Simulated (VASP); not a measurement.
# Os5Rh3 (P1) in VASP: single point with PBE

Aim: the single point of Os5Rh3 with PBE.

All numbers are computed with VASP 6.6.1; they aren't measurements. Logs are shortened: lines on timing, memory, paths and dates and some standing lists are left out, and cuts for length are marked.

### Step 1. The cell of the first run

The typed cell holds 16 atoms: a = 6.657 Å, b = 6.654 Å, c = 6.654 Å, α = 109.40°, β = 109.49°, γ = 109.47°.

### Step 2. Single point, PBE

File INCAR:

```
  PREC = Accurate
  ENCUT = 520
  EDIFF = 1E-6
  ISMEAR = 0
  SIGMA = 0.1
  LREAL = Auto
  LASPH = True
  NELM = 60
  ALGO = Fast
  ISIF = 2
  LWAVE = False
  LCHARG = True
  GGA = PE
  LELF = True
  LVHAR = True
  NBANDS = 99
  ISYM = 0
```

File KPOINTS:

```
Automatic mesh
0
Gamma
  3 3 3
```

File POSCAR:

```
Os5Rh3
1.0
   -3.8438205881      3.8438741359     -3.8430431284
    3.8454391637      3.8413645890      3.8389150059
    3.8451359956     -3.8397460134     -3.8402304134
Rh Os
6 10
Direct
    0.7492226311      0.4961529373      0.7477987079
    0.4957263541      0.7492365252      0.7474197346
    1.0003943345      0.4991147529      0.4987607846
    0.7493836749      0.7511810765      0.4957347992
    0.0043988888      0.0052586539      0.0012711180
    0.9995823894      0.7498215086      0.2470683156
    0.2533676335      1.0039904170      0.7523394022
    0.0002222920      0.2486626588      0.7479960078
    0.4989355451     -0.0000460416      0.4977051911
    0.2507571676      0.2500119137      0.4985514477
    0.7490976558      1.0011481193      0.2484761279
    0.4961362109      0.2465242173      0.2439445205
    0.2504311983      0.4992863171      0.2469840011
    0.7493682641      0.2490033288     -0.0019102193
    0.4982508170      0.4995285002      0.9974250223
    0.2538698769      0.7517070821      0.9999552094
```

Potentials or basis: VASP PAW PBE potentials, release 64 (Rh_pv, Os).

Run with:

```bash
> cat potpaw_PBE.64/Rh_pv/POTCAR potpaw_PBE.64/Os/POTCAR > POTCAR
> mpirun -np 1 vasp_std > vasp.out
```

OUTCAR:

```text
PREC = Accurate
   ENCUT = 520
   EDIFF = 1E-6
   ISMEAR = 0
   LREAL = Auto
   LASPH = True
   NELM = 60
   ISIF = 2
   GGA = PE
   ISYM = 0

 ion  position               nearest neighbor table
   1  0.749  0.496  0.748-   9 2.70  14 2.70   8 2.71  10 2.71   6 2.71   3 2.72  15 2.72  12 2.74
                            16 2.74   2 2.75   4 2.75   5 2.77
   2  0.496  0.749  0.747-  16 2.69   3 2.69   7 2.70  15 2.71  10 2.71  14 2.72   9 2.72  13 2.72
                            11 2.72   4 2.75   1 2.75   5 2.77
   3  0.000  0.499  0.499-   2 2.69  11 2.71   8 2.71  10 2.71   1 2.72  14 2.72  16 2.72  13 2.73
                             6 2.73   4 2.73  12 2.74   7 2.75
   4  0.749  0.751  0.496-  11 2.70   8 2.71  15 2.71   6 2.71  13 2.71   9 2.71   3 2.73   7 2.74
                            12 2.74   2 2.75   5 2.75   1 2.75
   5  0.004  0.005  0.001-  12 2.67  13 2.69   8 2.70  10 2.70   7 2.71  14 2.71   6 2.72  11 2.73
                            16 2.73   4 2.75   2 2.77   1 2.77
   6  1.000  0.750  0.247-   4 2.71   1 2.71   9 2.71  10 2.72   5 2.72  14 2.72  13 2.72  16 2.73
                            15 2.73  11 2.73   3 2.73   7 2.75
   7  0.253  0.004  0.752-  12 2.67  15 2.69  14 2.70   2 2.70   8 2.71   5 2.71  10 2.71  16 2.71
                             9 2.72   4 2.74   3 2.75   6 2.75
   8  0.000  0.249  0.748-   5 2.70   4 2.71   7 2.71  15 2.71   1 2.71  13 2.71   3 2.71  11 2.72
                            10 2.72  14 2.72   9 2.73  16 2.74
   9  0.499  1.000  0.498-   1 2.70  16 2.71  10 2.71   4 2.71  11 2.71   6 2.71  12 2.72   2 2.72
                             7 2.72  14 2.72  13 2.72   8 2.73
  10  0.251  0.250  0.499-   5 2.70   9 2.71   1 2.71  15 2.71   3 2.71   7 2.71   2 2.71   8 2.72
                            12 2.72   6 2.72  13 2.72  11 2.73
  11  0.749  0.001  0.248-  16 2.69   4 2.70  14 2.71   3 2.71  12 2.71   9 2.71   8 2.72   2 2.72
                             6 2.73  10 2.73  15 2.73   5 2.73
  12  0.496  0.247  0.244-   7 2.67   5 2.67  16 2.69  11 2.71  13 2.71  14 2.71  15 2.71   9 2.72
                            10 2.72   1 2.74   3 2.74   4 2.74
  13  0.250  0.499  0.247-   5 2.69  15 2.70  12 2.71  16 2.71   4 2.71   8 2.71  10 2.72   2 2.72
                             9 2.72  14 2.72   6 2.72   3 2.73
  14  0.749  0.249  0.998-   7 2.70   1 2.70  11 2.71   5 2.71  12 2.71   2 2.72   9 2.72   3 2.72
                             8 2.72   6 2.72  13 2.72  15 2.73
  15  0.498  0.500  0.997-   7 2.69  16 2.70  13 2.70   8 2.71   4 2.71  10 2.71  12 2.71   2 2.71
                             1 2.72   6 2.73  14 2.73  11 2.73
  16  0.254  0.752  1.000-   2 2.69  12 2.69  11 2.69  15 2.70   9 2.71  13 2.71   7 2.71   3 2.72
                             6 2.73   5 2.73   8 2.74   1 2.74

IMPORTANT INFORMATION: All symmetrisations will be switched off!
NOSYMM: (Re-)initialisation of all symmetry stuff for point group C_1.

----------------------------------------------------------------------------------------

                                     Primitive cell

  volume of cell :     227.0557

[... 122 lines left out ...]
   IALGO  =     68    algorithm
   IMIX   =      4    mixing-type and parameters
     AMIX     =   0.40;   BMIX     =  1.00
     AMIX_MAG =   1.60;   BMIX_MAG =  1.00
  volume/ion in A,a.u.               =      14.19        95.77
  Fermi-wavevector in a.u.,A,eV,Ry     =   1.486553  2.809178 30.066691  2.209839
  Thomas-Fermi vector in A             =   2.599825
   LORBIT       =      0    0 simple, 1 ext, 2 COOP (PROOUT), +10 PAW based schemes
   GGA     = PE    functional components
   LHFCALC =     F    Hartree Fock is set to
   AEXX    =    0.0000 exact exchange contribution
   IVDW    =     0    specifies the selected vdW correction
   LEPSILON=     F    determine dielectric tensor
   LRPA    =     F    only Hartree local field effects (RPA)
 non-spin polarized calculation
 RMM-DIIS sequential band-by-band and
 Gauss-broadening in eV      SIGMA  =   0.10
  energy-cutoff  :      520.00
  volume of cell :      227.06
 maximum number of plane-waves:      6127
 NGX is ok and might be reduce to    50
   NGX = 25   NGY = 25   NGZ = 25

 number of electron     170.0000009 magnetization

 Free energy of the ion-electron system (eV)
  ---------------------------------------------------
  ext. energy  EPLUGINS =         0.00000000
  ---------------------------------------------------
  free energy    TOTEN  =      -154.78822275 eV

  energy without entropy =     -154.69070350  energy(sigma->0) =     -154.73946313

 E-fermi :   9.9627     XC(G=0): -13.9307

 val. band max:        9.9556668390   @ k =  -0.3333   0.3333   0.3333
 cond. band min:       9.9709586870   @ k =  -0.0000   0.3333   0.0000
 fundamental gap:      0.0152918480
 Fermi energy:         9.9626573019

 k-point     1 :       0.0000    0.0000    0.0000
  band No.  band energies     occupation
      1     -36.9407      2.00000
      2     -36.9269      2.00000
      3     -36.9007      2.00000
      4     -36.8849      2.00000
      5     -36.8729      2.00000
      6     -36.8603      2.00000
[... 1389 lines left out ...]
     96      11.2590      0.00000
     97      11.3770      0.00000
 [bands above 97 left out]

------------------------ aborting loop because EDIFF is reached ----------------------------------------

  FORCE on cell =-STRESS in cart. coord.  units (eV):
  Direction    XX          YY          ZZ          XY          YZ          ZX
  --------------------------------------------------------------------------------------
  -------------------------------------------------------------------------------------
  Total       -0.0093823     -0.0034552     -0.0008427     -0.0779342      0.0253197      0.0471027
  in kB       -0.0662046     -0.0243811     -0.0059467     -0.5499285      0.1786641      0.3323718
  external PRESSURE =      -0.0321775 kB  Pullay stress =       0.0000000 kB

 VOLUME and BASIS-vectors are now :
 -----------------------------------------------------------------------------
  energy-cutoff  :      520.00
  volume of cell :      227.06
      direct lattice vectors                 reciprocal lattice vectors
    -3.843820588  3.843874136 -3.843043128    -0.000049620  0.130049712 -0.130082991
     3.845439164  3.841364589  3.838915006     0.130001923  0.130092245  0.000092154
     3.845135996 -3.839746013 -3.840230413     0.130007049 -0.000097280 -0.130130651

 POSITION                                       TOTAL-FORCE (eV/Angst)
 -----------------------------------------------------------------------------------
      1.90344      1.91446     -3.84633         0.016632      0.017891     -0.003540
      3.84959      1.91370     -1.89911        -0.013568      0.000387      0.018623
      3.83560      0.00368     -0.00081         0.016396     -0.011860      0.016603
      1.91429      3.86260     -1.89993        -0.006071     -0.008652     -0.008701
      0.00820      0.03223     -0.00160         0.010785     -0.023632      0.015332
     -0.00881      5.77393     -1.91174        -0.004768     -0.009512      0.009651
[... 8 lines left out ...]
      3.84095      0.00423     -3.82749        -0.000093     -0.013520     -0.007009
      5.75978      0.02385     -1.92995        -0.015252      0.000337     -0.029616
 -----------------------------------------------------------------------------------
    total drift:                                0.006727     -0.003970     -0.018848

  FREE ENERGIE OF THE ION-ELECTRON SYSTEM (eV)
  ---------------------------------------------------
  free  energy   TOTEN  =      -154.7882227537 eV

  energy  without entropy=     -154.6907035025  energy(sigma->0) =     -154.73946313
```

stdout:

```text
POSCAR found type information on POSCAR RhOs
 POSCAR found :  2 types and      16 ions
 scaLAPACK will be used
 LDA part: xc-table for (Slater+PW92), standard interpolation
 POSCAR, INCAR and KPOINTS ok, starting setup
 FFT: planning ... GRIDC
 FFT: planning ... GRID_SOFT
 FFT: planning ... GRID
 WAVECAR not read
 entering main loop
```

It took 12 min on 1 thread of Intel Xeon 6975P-C (Granite Rapids), shared host; peak memory 0.47 GiB.

Results:

| Quantity | Value |
| --- | --- |
| Free energy | -154.7882 eV |
| Pressure | 0.0 GPa |
| Largest force | 0.033 eV/Å |
| Band gap on the k mesh | zero (band 85 reaches 10.04 eV, above the bottom of band 86 at 9.61 eV) |

Forces in eV/Å, atoms in the order of the input:
```
Rh   0.017  0.018 -0.004
Rh  -0.014  0.000  0.019
Rh   0.016 -0.012  0.017
Rh  -0.006 -0.009 -0.009
Rh   0.011 -0.024  0.015
Rh  -0.005 -0.010  0.010
Os   0.000  0.031 -0.006
Os  -0.013 -0.002  0.013
Os   0.009  0.002 -0.003
Os   0.001  0.007 -0.014
Os   0.007 -0.003 -0.001
Os  -0.015  0.007 -0.003
Os   0.015  0.010 -0.010
Os  -0.010 -0.004  0.013
Os   0.000 -0.014 -0.007
Os  -0.015  0.000 -0.030
```

Caveat: the k points lie up to 0.39 Å⁻¹ apart; spin-orbit coupling is left out, which moves the levels of the heavy elements.
